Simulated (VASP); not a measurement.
# Al (Im-3m) in VASP: further runs, part 2 of 2

VASP 6.6.1. Earlier steps stand in the parts before.

## 3. Relaxation of cell and atoms, PBE

This run uses another cell than the first one: it holds 1 atom, not 8.

Input file INCAR:

```
PREC = Accurate ; ENCUT = 600
EDIFF = 1E-7 ; ISMEAR = 0
SIGMA = 0.1 ; LREAL = F
LASPH = T ; NELM = 80
ALGO = Fast ; ISIF = 3
LWAVE = F ; LCHARG = F
GGA = PE ; IBRION = 2
NSW = 100 ; EDIFFG = -0.005
```

Input file KPOINTS:

```
regular mesh
0
Gamma
  18 18 18
```

Input file POSCAR:

```
Al
1.0
   -1.5912186900      1.5912186900      1.5912186900
    1.5912186900     -1.5912186900      1.5912186900
    1.5912186900      1.5912186900     -1.5912186900
Al
1
Direct
    0.0000000000      0.0000000000      0.0000000000
```

Potentials or basis: VASP PAW PBE potentials, release 64 (Al).

On the command line:

```sh
$ cat potpaw_PBE.64/Al/POTCAR > POTCAR
$ mpirun -np 1 vasp_std > vasp.out
```

OUTCAR:

```text
PREC = Accurate
   ENCUT = 600
   EDIFF = 1E-7
   ISMEAR = 0
   LREAL = F
   LASPH = T
   NELM = 80
   ISIF = 3
   GGA = PE
   IBRION = 2
   NSW = 100
   EDIFFG = -0.005

 ion  position               nearest neighbor table
   1  0.000  0.000  0.000-

  LATTYP: Found a body centered cubic cell.
 ALAT       =     3.1824373800

  Lattice vectors:

 A1 = (  -1.5912186900,   1.5912186900,   1.5912186900)
 A2 = (   1.5912186900,  -1.5912186900,   1.5912186900)
 A3 = (   1.5912186900,   1.5912186900,  -1.5912186900)

Analysis of symmetry for initial positions (statically):
=====================================================================
 Subroutine PRICEL returns:
 Original cell was already a primitive cell.

 Routine SETGRP: Setting up the symmetry group for a
 body centered cubic supercell.

 Subroutine GETGRP returns: Found 48 space group operations
 (whereof 48 operations were pure point group operations)
 out of a pool of 48 trial point group operations.

The static configuration has the point symmetry O_h .

Analysis of symmetry for dynamics (positions and initial velocities):
=====================================================================
 Subroutine PRICEL returns:
 Original cell was already a primitive cell.

 Routine SETGRP: Setting up the symmetry group for a
 body centered cubic supercell.

 Subroutine GETGRP returns: Found 48 space group operations
 (whereof 48 operations were pure point group operations)
 out of a pool of 48 trial point group operations.

The dynamic configuration has the point symmetry O_h .

 Subroutine INISYM returns: Found 48 space group operations
 (whereof 48 operations are pure point group operations),
 and found     1 'primitive' translations

----------------------------------------------------------------------------------------

                                     Primitive cell

  volume of cell :      16.1157

  direct lattice vectors                    reciprocal lattice vectors
    -1.591218690  1.591218690  1.591218690     0.000000000  0.314224565  0.314224565
     1.591218690 -1.591218690  1.591218690     0.314224565  0.000000000  0.314224565
     1.591218690  1.591218690 -1.591218690     0.314224565  0.314224565  0.000000000

  length of vectors
     2.756071617  2.756071617  2.756071617     0.444380641  0.444380641  0.444380641

  position of ions in fractional coordinates (direct lattice)
     0.000000000  0.000000000  0.000000000

  ion indices of the primitive-cell ions
   primitive index   ion index
                 1           1

----------------------------------------------------------------------------------------

 KPOINTS: regular mesh

Automatic generation of k-mesh.
 Grid dimensions read from file:
 generate k-points for:   18   18   18

 Generating k-lattice:

  Cartesian coordinates                     Fractional coordinates (reciprocal lattice)
     0.000000000  0.017456920  0.017456920     0.055555556  0.000000000  0.000000000
     0.017456920  0.000000000  0.017456920     0.000000000  0.055555556  0.000000000
     0.017456920  0.017456920  0.000000000     0.000000000  0.000000000  0.055555556

[... 40 lines left out ...]
   total plane-waves  NPLWV =  13824
   dimension x,y,z NGX =    24 NGY =   24 NGZ =   24
   dimension x,y,z NGXF=    48 NGYF=   48 NGZF=   48
   ions per type =               1
   NGX,Y,Z   is equivalent  to a cutoff of  14.48, 14.48, 14.48 a.u.
   NGXF,Y,Z  is equivalent  to a cutoff of  28.95, 28.95, 28.95 a.u.
 SYSTEM =  unknown system
   PREC   = accura    normal or accurate (medium, high low for compatibility)
   ISTART =      0    job   : 0-new  1-cont  2-samecut
   ICHARG =      2    charge: 1-file 2-atom 10-const
   ISPIN  =      1    spin polarized calculation?
   LNONCOLLINEAR =      F non collinear calculations
   LSORBIT =      F    spin-orbit coupling
   LASPH  =      T    aspherical Exc in radial PAW
   ENCUT  =  600.0 eV  44.10 Ry    6.64 a.u.   5.50  5.50  5.50*2*pi/ulx,y,z
   NELM   =     80;   NELMIN=  2; NELMDL= -5     # of ELM steps
   EDIFF  = 0.1E-06   stopping-criterion for ELM
   LREAL  =      F    real-space projection
   EDIFFG = -.5E-02   stopping-criterion for IOM
   NSW    =    100    number of steps for IOM
   IBRION =      2    ionic relax: 0-MD 1-quasi-New 2-CG
   NFREE  =      1    steps in history (QN), initial steepest desc. (CG)
   ISIF   =      3    stress and relaxation
   ISYM   =      2    0-nonsym 1-usesym 2-fastsym
   POTIM  = 0.5000    time-step for ionic-motion
   TEBEG  =    0.0;   TEEND  =   0.0 temperature during run
   PSTRESS=    0.0 pullay stress
   NELECT =       3.0000    total number of electrons
   NUPDOWN=      -1.0000    fix difference up-down
   EMIN   =  10.00;   EMAX   =-10.00  energy-range for DOS
   EFERMI =   0.00;   METHOD = LEGACY
   ISMEAR =     0;   SIGMA  =   0.10  broadening in eV -4-tet -1-fermi 0-gaus
   EFERMI_NEDOS =   21; number of points for ismear=-14 and -15
   IALGO  =     68    algorithm
   IMIX   =      4    mixing-type and parameters
     AMIX     =   0.40;   BMIX     =  1.00
     AMIX_MAG =   1.60;   BMIX_MAG =  1.00
  volume/ion in A,a.u.               =      16.12       108.75
  Fermi-wavevector in a.u.,A,eV,Ry     =   0.934757  1.766435 11.888371  0.873771
  Thomas-Fermi vector in A             =   2.061595
   LORBIT       =      0    0 simple, 1 ext, 2 COOP (PROOUT), +10 PAW based schemes
   GGA     = PE    functional components
   LHFCALC =     F    Hartree Fock is set to
   AEXX    =    0.0000 exact exchange contribution
   IVDW    =     0    specifies the selected vdW correction
   LEPSILON=     F    determine dielectric tensor
   LRPA    =     F    only Hartree local field effects (RPA)
 conjugate gradient relaxation of ions
 non-spin polarized calculation
 RMM-DIIS sequential band-by-band and
 Gauss-broadening in eV      SIGMA  =   0.10
  energy-cutoff  :      600.00
  volume of cell :       16.12
 maximum number of plane-waves:       559
 NGX is ok and might be reduce to    24

--------------------------------------- Ionic step        1  -------------------------------------------

 number of electron       3.0000000 magnetization

 Free energy of the ion-electron system (eV)
  ---------------------------------------------------
  ext. energy  EPLUGINS =         0.00000000
  ---------------------------------------------------
  free energy    TOTEN  =        -3.64349311 eV

  energy without entropy =       -3.64154161  energy(sigma->0) =       -3.64251736

------------------------ aborting loop because EDIFF is reached ----------------------------------------

  FORCE on cell =-STRESS in cart. coord.  units (eV):
  Direction    XX          YY          ZZ          XY          YZ          ZX
  --------------------------------------------------------------------------------------
  -------------------------------------------------------------------------------------
  Total        0.3853576      0.3853576      0.3853576      0.0000000      0.0000000      0.0000000
  in kB       38.3111259     38.3111259     38.3111259      0.0000000      0.0000000      0.0000000
  external PRESSURE =      38.3111259 kB  Pullay stress =       0.0000000 kB
[... 57 lines left out ...]
--------------------------------------- Ionic step        3  -------------------------------------------

 number of electron       3.0000000 magnetization

 Free energy of the ion-electron system (eV)
  ---------------------------------------------------
  ext. energy  EPLUGINS =         0.00000000
  ---------------------------------------------------
  free energy    TOTEN  =        -3.65287452 eV

  energy without entropy =       -3.65129887  energy(sigma->0) =       -3.65208669

 E-fermi :   7.7415     XC(G=0): -10.1076

 val. band max:        7.6729208751   @ k =   0.2778   0.1111   0.1111
 cond. band min:       7.7492968057   @ k =   0.2778   0.1667   0.0556
 fundamental gap:      0.0763759306
 Fermi energy:         7.7415275744

 k-point     1 :       0.0000    0.0000    0.0000
  band No.  band energies     occupation
      1      -3.2191      2.00000
      2      20.8462      0.00000
      3      20.8462      0.00000
      4      20.8462      0.00000
      5      22.0603      0.00000
[... 177 lines left out ...]
 k-point    24 :       0.3889    0.1111    0.0000
  band No.  band energies     occupation
      1       2.5171      2.00000
      2       5.5497      2.00000
      3      12.7846      0.00000
      4      15.6154      0.00000
      5      19.0252      0.00000

 [... further k-points ...]

------------------------ aborting loop because EDIFF is reached ----------------------------------------

  FORCE on cell =-STRESS in cart. coord.  units (eV):
  Direction    XX          YY          ZZ          XY          YZ          ZX
  --------------------------------------------------------------------------------------
  -------------------------------------------------------------------------------------
  Total        0.0007538      0.0007538      0.0007538      0.0000000     -0.0000000     -0.0000000
  in kB        0.0713220      0.0713220      0.0713220      0.0000000     -0.0000000     -0.0000000
  external PRESSURE =       0.0713220 kB  Pullay stress =       0.0000000 kB
[... 16 lines left out ...]
  FREE ENERGIE OF THE ION-ELECTRON SYSTEM (eV)
  ---------------------------------------------------
  free  energy   TOTEN  =        -3.6528745210 eV

  energy  without entropy=       -3.6512988666  energy(sigma->0) =       -3.65208669

 reached required accuracy - stopping structural energy minimisation
```

OSZICAR:

```text
N       E                     dE             d eps       ncg     rms          rms(c)
DAV:   1    -0.115874783302E+01   -0.11587E+01   -0.97757E+02  1975   0.387E+02
DAV:   2    -0.364705341118E+01   -0.24883E+01   -0.22765E+01  2490   0.339E+01
DAV:   3    -0.366840249937E+01   -0.21349E-01   -0.21339E-01  2670   0.367E+00
[... 21 lines left out ...]
   2 F= -.36527523E+01 E0= -.36519727E+01  d E =-.925922E-02
       N       E                     dE             d eps       ncg     rms          rms(c)
DAV:   1    -0.365288745626E+01   -0.13514E-03   -0.17843E-03  2800   0.261E-01    0.340E-02
RMM:   2    -0.365287952073E+01    0.79355E-05   -0.10197E-05  1950   0.327E-02    0.154E-02
RMM:   3    -0.365287443030E+01    0.50904E-05   -0.27921E-06  1950   0.136E-02    0.436E-03
RMM:   4    -0.365287452103E+01   -0.90733E-07   -0.80160E-07  1876   0.728E-03
   3 F= -.36528745E+01 E0= -.36520867E+01  d E =-.938141E-02
```

CONTCAR:

```text
Al
   1.00000000000000
    -1.6176636938953628    1.6176636938953628    1.6176636938953628
     1.6176636938953628   -1.6176636938953628    1.6176636938953628
     1.6176636938953628    1.6176636938953628   -1.6176636938953628
  Al
     1
Direct
     0.0000000000000000    0.0000000000000000    0.0000000000000000

  0.00000000E+00  0.00000000E+00  0.00000000E+00
```

It took 55 s on 1 thread of AMD EPYC 7R13, shared host; peak memory 0.12 GiB.

Results:

```
Free energy                           : -3.6529 eV
Relaxed volume                        : 16.93 Å³/atom
Relaxed cell                          : a = 2.802 Å, b = 2.802 Å, c = 2.802 Å, α = 109.47°, β = 109.47°, γ = 109.47°
Space group after relaxing (to 0.1 Å) : Im-3m (No. 229)
Energy gained by relaxing             : 9.4 meV/atom
Ionic steps                           : 3
Pressure after relaxing               : 0.0 GPa
Band gap on the k mesh                : zero (an odd number of electrons rules out a gap without spin polarisation)
```

Step by step:
```tsv
step	energy change (eV)	largest force (eV/Å)	pressure (GPa)	volume (Å³)
1	0.0000	0.0000	3.83	16.12
2	-0.0093	0.0000	-0.40	17.03
3	-0.0094	0.0000	0.01	16.93
```

Final structure:
```yaml
crystal:
  lattice:
    - [-1.61766, 1.61766, 1.61766]
    - [1.61766, -1.61766, 1.61766]
    - [1.61766, 1.61766, -1.61766]
  atoms:
    - { symbol: Al, position: [0.00000, 0.00000, 0.00000] }
```
